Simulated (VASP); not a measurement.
Wanted: the native input for a VASP 6.6.1 run.

* Task: single point
* Functional: r2SCAN
* Potentials or basis: VASP PAW PBE potentials, release 64 (Si, C)
* Cutoff: 520 eV
* k mesh: 12 × 12 × 6
* Occupations: gaussian, width 0.01 eV
* Spin: no spin polarisation
* Dipole correction: no
* Further INCAR settings: ALGO = Normal; EDIFF = 1e-07; NBANDS = 16

SiC:

```
Si C
1.0
     3.07536    0.06074    0.00000
    -1.48508    2.63297    0.00000
     0.00000    0.00000    5.04811
Si C
2 2
Direct
  0.33271 0.66658 0.49960
  0.66729 0.33342 0.99960
  0.32808 0.66713 0.87540
  0.67192 0.33287 0.37540
```

This cell differs from its parent crystal: shear xy strain +4.0%.

One way to write it, as run:

POSCAR

```
SiC
1.0
    3.0753564236      0.0607382894      0.0000000000
   -1.4850773102      2.6329676438      0.0000000000
    0.0000000000      0.0000000000      5.0481087552
Si C
2 2
Direct
    0.3327138883      0.6665824148      0.4996034043
    0.6672861117      0.3334175852      0.9996034043
    0.3280768777      0.6671258015      0.8753965957
    0.6719231223      0.3328741985      0.3753965957
```

INCAR.step1

```
ALGO = Normal
EDIFF = 1E-4
ENCUT = 520
GGA = PE
ISMEAR = 0
LASPH = T
LCHARG = F
LREAL = F
LWAVE = T
NBANDS = 16
NELM = 100
PREC = Accurate
SIGMA = 0.01
```

INCAR.step2

```
ALGO = Normal
EDIFF = 1E-7
ENCUT = 520
ISIF = 2
ISMEAR = 0
ISTART = 1
LASPH = T
LCHARG = F
LMIXTAU = T
LREAL = F
LWAVE = F
METAGGA = R2SCAN
NBANDS = 16
NELM = 100
PREC = Accurate
SIGMA = 0.01
```

KPOINTS

```
k-points
0
Gamma
  12 12 6
```

Potentials or basis: VASP PAW PBE potentials, release 64 (Si, C).

The run is started by

```sh
$ cat potpaw_PBE.64/Si/POTCAR potpaw_PBE.64/C/POTCAR > POTCAR
$ cp INCAR.step1 INCAR
$ mpirun -np 1 vasp_std > vasp.out
$ cp INCAR.step2 INCAR
$ mpirun -np 1 vasp_std > vasp.out
```

It gave:

| Quantity | Value |
| --- | --- |
| Pressure | -0.1 GPa |
| Largest force | 0.007 eV/Å |
| Band gap on the k mesh | 2.48 eV (least direct gap 4.32 eV) |

Caveat: the cell differs from its parent crystal (shear xy strain +4.0%); the PAW data sets were made with another functional, which shifts forces and pressure a little.

It took 11 min on 1 thread of Intel Xeon 8259CL, on a shared host, peak memory 0.29 GiB.
